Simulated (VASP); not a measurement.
# Sn (Im-3m) in VASP: notebook

Aim: see how the results for Sn move with the level of theory and the settings. Levels: RPBE, revPBE, BLYP. Tasks: single point.

Program: VASP 6.6.1. These are calculated values, not measurements. Logs are shortened: lines on timing, memory, paths and dates and some standing lists are left out, and cuts for length are marked.

**1. The cell of the first run**

It takes space group Im-3m (No. 229, cubic). The conventional cell has a = 3.789 Å, b = 3.789 Å, c = 3.789 Å, α = 90.00°, β = 90.00°, γ = 90.00°. Within 4.3 Å of Sn (site symmetry m-3m) lie 14 Sn at 3.28 to 3.79 Å.

**2. Single point, RPBE**

INCAR reads:

```
SYSTEM = Sn
  PREC = Accurate
  ENCUT = 500
  EDIFF = 1E-6
  ISMEAR = -1
  SIGMA = 0.05
  LREAL = .FALSE.
  LASPH = .TRUE.
  NELM = 120
  ALGO = Normal
  ISIF = 2
  LWAVE = .FALSE.
  LCHARG = .TRUE.
  GGA = RP
  LELF = .TRUE.
  LVHAR = .TRUE.
  NBANDS = 13
  GGA_COMPAT = .FALSE.
```

KPOINTS reads:

```
regular mesh
0
G
  10 10 10
  0 0 0
```

POSCAR reads:

```
Sn
1.0
   -1.8946518192      1.8946518192      1.8946518192
    1.8946518192     -1.8946518192      1.8946518192
    1.8946518192      1.8946518192     -1.8946518192
Sn
1
Direct
    0.0000000000      0.0000000000      0.0000000000
```

Potentials or basis: VASP PAW PBE potentials, release 64 (Sn_d).

On the command line:

```
$ cat potpaw_PBE.64/Sn_d/POTCAR > POTCAR
$ mpirun -np 1 vasp_std > vasp.out
```

OUTCAR:

```text
SYSTEM = Sn
   PREC = Accurate
   ENCUT = 500
   EDIFF = 1E-6
   ISMEAR = -1
   LREAL = .FALSE.
   LASPH = .TRUE.
   NELM = 120
   ISIF = 2
   GGA = RP

 ion  position               nearest neighbor table
   1  0.000  0.000  0.000-

  LATTYP: Found a body centered cubic cell.
 ALAT       =     3.7893036384

  Lattice vectors:

 A1 = (  -1.8946518192,   1.8946518192,   1.8946518192)
 A2 = (   1.8946518192,  -1.8946518192,   1.8946518192)
 A3 = (   1.8946518192,   1.8946518192,  -1.8946518192)

Analysis of symmetry for initial positions (statically):
=====================================================================
 Subroutine PRICEL returns:
 Original cell was already a primitive cell.

 Routine SETGRP: Setting up the symmetry group for a
 body centered cubic supercell.

 Subroutine GETGRP returns: Found 48 space group operations
[... 9 lines left out ...]

 Routine SETGRP: Setting up the symmetry group for a
 body centered cubic supercell.

 Subroutine GETGRP returns: Found 48 space group operations
[... 11 lines left out ...]
                                     Primitive cell

  volume of cell :      27.2050

  direct lattice vectors                    reciprocal lattice vectors
    -1.894651819  1.894651819  1.894651819     0.000000000  0.263900731  0.263900731
     1.894651819 -1.894651819  1.894651819     0.263900731  0.000000000  0.263900731
     1.894651819  1.894651819 -1.894651819     0.263900731  0.263900731  0.000000000

  length of vectors
     3.281633214  3.281633214  3.281633214     0.373211993  0.373211993  0.373211993

  position of ions in fractional coordinates (direct lattice)
     0.000000000  0.000000000  0.000000000

  ion indices of the primitive-cell ions
   primitive index   ion index
                 1           1

----------------------------------------------------------------------------------------

 KPOINTS: regular mesh

Automatic generation of k-mesh.
 Grid dimensions read from file:
 generate k-points for:   10   10   10

 Generating k-lattice:

  Cartesian coordinates                     Fractional coordinates (reciprocal lattice)
     0.000000000  0.026390073  0.026390073     0.100000000  0.000000000  0.000000000
     0.026390073  0.000000000  0.026390073     0.000000000  0.100000000  0.000000000
     0.026390073  0.026390073  0.000000000     0.000000000  0.000000000  0.100000000

  Length of vectors
     0.037321199  0.037321199  0.037321199

  Shift w.r.t. Gamma in fractional coordinates (k-lattice)
     0.000000000  0.000000000  0.000000000

 Subroutine IBZKPT returns following result:
 ===========================================

 Found     47 irreducible k-points:

 Following reciprocal coordinates:
            Coordinates               Weight
  0.000000  0.000000  0.000000      1.000000
  0.100000  0.000000  0.000000     12.000000
  0.200000  0.000000  0.000000     12.000000
  0.300000  0.000000  0.000000     12.000000
  0.400000  0.000000  0.000000     12.000000
  0.500000  0.000000  0.000000      6.000000
[... 16 lines left out ...]
  0.300000  0.300000  0.100000      8.000000
 -0.300000  0.300000  0.100000     24.000000
 [... further k-points ...]
   k-points           NKPTS =     47   k-points in BZ     NKDIM =     47   number of bands    NBANDS=     13
   number of dos      NEDOS =    301   number of ions     NIONS =      1
   total plane-waves  NPLWV =  13824
   dimension x,y,z NGX =    24 NGY =   24 NGZ =   24
   dimension x,y,z NGXF=    48 NGYF=   48 NGZF=   48
   ions per type =               1
   NGX,Y,Z   is equivalent  to a cutoff of  12.16, 12.16, 12.16 a.u.
   NGXF,Y,Z  is equivalent  to a cutoff of  24.32, 24.32, 24.32 a.u.
 SYSTEM =  Sn
   PREC   = accura    normal or accurate (medium, high low for compatibility)
   ISTART =      0    job   : 0-new  1-cont  2-samecut
   ICHARG =      2    charge: 1-file 2-atom 10-const
   ISPIN  =      1    spin polarized calculation?
   LNONCOLLINEAR =      F non collinear calculations
   LSORBIT =      F    spin-orbit coupling
   LASPH  =      T    aspherical Exc in radial PAW
   ENCUT  =  500.0 eV  36.75 Ry    6.06 a.u.   5.98  5.98  5.98*2*pi/ulx,y,z
   NELM   =    120;   NELMIN=  2; NELMDL= -5     # of ELM steps
   EDIFF  = 0.1E-05   stopping-criterion for ELM
   LREAL  =      F    real-space projection
   EDIFFG = 0.1E-04   stopping-criterion for IOM
   NSW    =      0    number of steps for IOM
   IBRION =     -1    ionic relax: 0-MD 1-quasi-New 2-CG
   NFREE  =      0    steps in history (QN), initial steepest desc. (CG)
   ISIF   =      2    stress and relaxation
   ISYM   =      2    0-nonsym 1-usesym 2-fastsym
   POTIM  = 0.5000    time-step for ionic-motion
   TEBEG  =    0.0;   TEEND  =   0.0 temperature during run
   PSTRESS=    0.0 pullay stress
   NELECT =      14.0000    total number of electrons
   NUPDOWN=      -1.0000    fix difference up-down
   EMIN   =  10.00;   EMAX   =-10.00  energy-range for DOS
[... 5 lines left out ...]
     AMIX     =   0.40;   BMIX     =  1.00
     AMIX_MAG =   1.60;   BMIX_MAG =  1.00
  volume/ion in A,a.u.               =      27.20       183.59
  Fermi-wavevector in a.u.,A,eV,Ry     =   1.311902  2.479136 23.416813  1.721087
  Thomas-Fermi vector in A             =   2.442332
   LORBIT       =      0    0 simple, 1 ext, 2 COOP (PROOUT), +10 PAW based schemes
   GGA     = RP    functional components
   LHFCALC =     F    Hartree Fock is set to
   AEXX    =    0.0000 exact exchange contribution
   IVDW    =     0    specifies the selected vdW correction
   LEPSILON=     F    determine dielectric tensor
   LRPA    =     F    only Hartree local field effects (RPA)
 non-spin polarized calculation
  energy-cutoff  :      500.00
  volume of cell :       27.20
 maximum number of plane-waves:       706
   NGX = 11   NGY = 11   NGZ = 11

 number of electron      13.9999996 magnetization

 Free energy of the ion-electron system (eV)
  ---------------------------------------------------
  ext. energy  EPLUGINS =         0.00000000
  ---------------------------------------------------
  free energy    TOTEN  =        -3.38979309 eV

  energy without entropy =       -3.38257418  energy(sigma->0) =       -3.38618364

 E-fermi :   8.1755     XC(G=0): -10.2864

 val. band max:        8.1084646095   @ k =   0.2000   0.2000   0.0000
 cond. band min:       8.1864332166   @ k =   0.2000   0.2000   0.2000
 fundamental gap:      0.0779686072
 Fermi energy:         8.1754717912

 k-point     1 :       0.0000    0.0000    0.0000
  band No.  band energies     occupation
      1     -13.4455      2.00000
      2     -13.4455      2.00000
      3     -13.4455      2.00000
      4     -13.3094      2.00000
      5     -13.3094      2.00000
      6      -2.8721      2.00000
      7      16.2157      0.00000
      8      16.2157      0.00000
      9      16.2157      0.00000
     10      20.2623      0.00000
     11      20.2623      0.00000
     12      20.2623      0.00000
     13      20.8866      0.00000

 k-point     2 :       0.1000    0.0000    0.0000
  band No.  band energies     occupation
      1     -13.4498      2.00000
      2     -13.4392      2.00000
      3     -13.4250      2.00000
      4     -13.3142      2.00000
      5     -13.3100      2.00000
      6      -2.6539      2.00000
      7      14.4615      0.00000
      8      15.4141      0.00000
      9      15.9223      0.00000
     10      18.6928      0.00000
     11      19.0165      0.00000
     12      19.9323      0.00000
     13      21.6258      0.00000

 k-point     3 :       0.2000    0.0000    0.0000
  band No.  band energies     occupation
      1     -13.4610      2.00000
      2     -13.4260      2.00000
      3     -13.3710      2.00000
      4     -13.3241      2.00000
      5     -13.3116      2.00000
      6      -1.9985      2.00000
      7      11.3018      0.00000
      8      14.0347      0.00000
      9      15.1803      0.00000
     10      17.5206      0.00000
     11      17.8610      0.00000
     12      20.1220      0.00000
     13      22.1327      0.00000

 k-point     4 :       0.3000    0.0000    0.0000
  band No.  band energies     occupation
      1     -13.4749      2.00000
      2     -13.4198      2.00000
      3     -13.3276      2.00000
      4     -13.3134      2.00000
      5     -13.3033      2.00000
      6      -0.9095      2.00000
      7       8.1867      0.88815
      8      12.8532      0.00000
      9      14.3918      0.00000
     10      16.7304      0.00000
     11      17.0430      0.00000
     12      21.0133      0.00000
     13      22.7990      0.00000

 k-point     5 :       0.4000    0.0000    0.0000
  band No.  band energies     occupation
      1     -13.4861      2.00000
      2     -13.4248      2.00000
      3     -13.3212      2.00000
      4     -13.3148      2.00000
      5     -13.2477      2.00000
      6       0.5686      2.00000
      7       5.4449      2.00000
      8      12.0896      0.00000
      9      13.8452      0.00000
     10      16.2721      0.00000
     11      16.5572      0.00000
     12      22.2946      0.00000
     13      23.6146      0.00000
[... 257 lines left out ...]
 k-point    22 :      -0.2000    0.2000    0.1000
  band No.  band energies     occupation
      1     -13.4401      2.00000
      2     -13.4160      2.00000
      3     -13.3742      2.00000
      4     -13.3377      2.00000
      5     -13.3115      2.00000
      6      -1.7807      2.00000
      7      11.4183      0.00000
      8      13.2080      0.00000
      9      14.0194      0.00000
     10      16.9839      0.00000
     11      18.9912      0.00000
     12      19.4382      0.00000
     13      22.8590      0.00000

 k-point    23 :       0.3000    0.3000    0.1000
  band No.  band energies     occupation
      1     -13.4460      2.00000
      2     -13.3497      2.00000
      3     -13.3497      2.00000
      4     -13.3099      2.00000
      5     -13.3099      2.00000
      6       2.8833      2.00000
      7       5.9103      2.00000
      8       5.9103      2.00000
      9       9.8283      0.00000
     10      22.1742      0.00000
     11      23.0234      0.00000
     12      23.0234      0.00000
     13      26.7629      0.00000

 k-point    24 :      -0.3000    0.3000    0.1000
  band No.  band energies     occupation
      1     -13.4531      2.00000
      2     -13.4088      2.00000
      3     -13.3411      2.00000
      4     -13.3179      2.00000
      5     -13.3059      2.00000
      6      -0.6937      2.00000
      7       8.3678      0.04182
      8      12.0645      0.00000
      9      13.3670      0.00000
     10      17.1808      0.00000
     11      18.1651      0.00000
     12      19.1426      0.00000
     13      24.9535      0.00000

 [... further k-points ...]
[... 5 lines left out ...]
  --------------------------------------------------------------------------------------
  -------------------------------------------------------------------------------------
  Total        0.3336975      0.3336975      0.3336975      0.0000000     -0.0000000     -0.0000000
  in kB       19.6523861     19.6523861     19.6523861      0.0000000     -0.0000000     -0.0000000
  external PRESSURE =      19.6523861 kB  Pullay stress =       0.0000000 kB

 VOLUME and BASIS-vectors are now :
 -----------------------------------------------------------------------------
  energy-cutoff  :      500.00
  volume of cell :       27.20
      direct lattice vectors                 reciprocal lattice vectors
    -1.894651819  1.894651819  1.894651819     0.000000000  0.263900731  0.263900731
     1.894651819 -1.894651819  1.894651819     0.263900731  0.000000000  0.263900731
     1.894651819  1.894651819 -1.894651819     0.263900731  0.263900731  0.000000000

 POSITION                                       TOTAL-FORCE (eV/Angst)
 -----------------------------------------------------------------------------------
      0.00000      0.00000      0.00000         0.000000     -0.000000      0.000000
 -----------------------------------------------------------------------------------
    total drift:                                0.000000      0.000000      0.000000

  FREE ENERGIE OF THE ION-ELECTRON SYSTEM (eV)
  ---------------------------------------------------
  free  energy   TOTEN  =        -3.3897930866 eV

  energy  without entropy=       -3.3825741845  energy(sigma->0) =       -3.38618364
```

Wall time 16 s (1 thread of Intel Xeon 8259CL, shared host); peak memory 0.14 GiB.

Results:

| Quantity | Value |
| --- | --- |
| Free energy | -3.3898 eV |
| Pressure | 2.0 GPa |
| Band gap on the k mesh | zero (band 7 reaches 16.22 eV, above the bottom of band 8 at 5.91 eV) |

Caveat: the PAW data sets were made with another functional, which shifts forces and pressure a little; spin-orbit coupling is left out, which moves the levels of the heavy elements.

[end of part 1 of 2]
